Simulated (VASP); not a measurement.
Ru: single point with LDA

The system is Ru.

```
CELL_PARAMETERS angstrom
2.68764 0.00000 0.00000
-1.34382 2.32756 0.00000
0.00000 0.00000 4.25316
ATOMIC_POSITIONS crystal
Ru 0.66667 0.33333 0.75000
Ru 0.33333 0.66667 0.25000
```

```
Program             : VASP 6.6.1
Task                : single point
Functional          : LDA
Potentials or basis : VASP PAW LDA potentials, release 64 (Ru_pv)
Cutoff              : 520 eV
k mesh              : 11 × 11 × 6
Occupations         : fermi-dirac, width 0.05 eV
Spin                : no spin polarisation
```

The pressure is -4.8 GPa. The band gap on the k mesh is zero (bands 14 and 15 overlap by 3.18 eV).

Stress tensor (GPa, compression positive):
```
-4.70  0.00  0.00
 0.00 -4.70  0.00
 0.00  0.00 -5.05
```

Levels at points of the mesh, in eV from the Fermi level:
| k point | band 11 | band 12 | band 13 | band 14 | band 15 | band 16 | band 17 | band 18 |
| --- | --- | --- | --- | --- | --- | --- | --- | --- |
| (0.00, 0.00, 0.00) | -2.44 | -1.92 | -1.92 | -1.37 | -1.37 | 1.30 | 1.30 | 1.39 |
| (0.00, 0.00, 0.50) | -2.79 | -2.79 | -2.72 | -2.72 | 0.64 | 0.64 | 0.64 | 0.64 |

Run time: 40 s on 1 thread of Intel Xeon 8259CL (shared host), peak memory 0.14 GiB.

Caveat: the cell stands under tension.
